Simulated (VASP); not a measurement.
The system is CdSe (Cadmoselite).

```
Cd Se
1.0
     4.24188    0.00000    0.00000
    -2.12094    3.67358    0.00000
     0.00000    0.00000    6.92512
Cd Se
2 2
Direct
  0.66667 0.33333 0.50000
  0.33333 0.66667 0.00000
  0.66667 0.33333 0.88500
  0.33333 0.66667 0.38500
```

Base run:

| Quantity | Value |
| --- | --- |
| Program | VASP 6.6.1 |
| Functional | PBE exchange alone |
| Potentials or basis | VASP PAW PBE potentials, release 64 (Cd, Se) |
| Cutoff | 520 eV |
| k mesh | 7 × 7 × 4 |
| Occupations | fermi-dirac, width 0.05 eV |
| Spin | no spin polarisation |

Its results: band gap on the k mesh 0.76 eV, direct; pressure 14.6 GPa; largest force 0.388 eV/Å.

Q: The run is repeated on the same cell with these changes: functional from PBE exchange alone to revPBE; dispersion from none to D3(BJ). What comes out?

A: Band gap on the k mesh 0.92 eV, direct; pressure 3.1 GPa; largest force 0.345 eV/Å.

Several settings changed at once, so the effect can't be laid on one alone.

Caveats: the PAW data sets were made with another functional, which shifts forces and pressure a little (some runs).

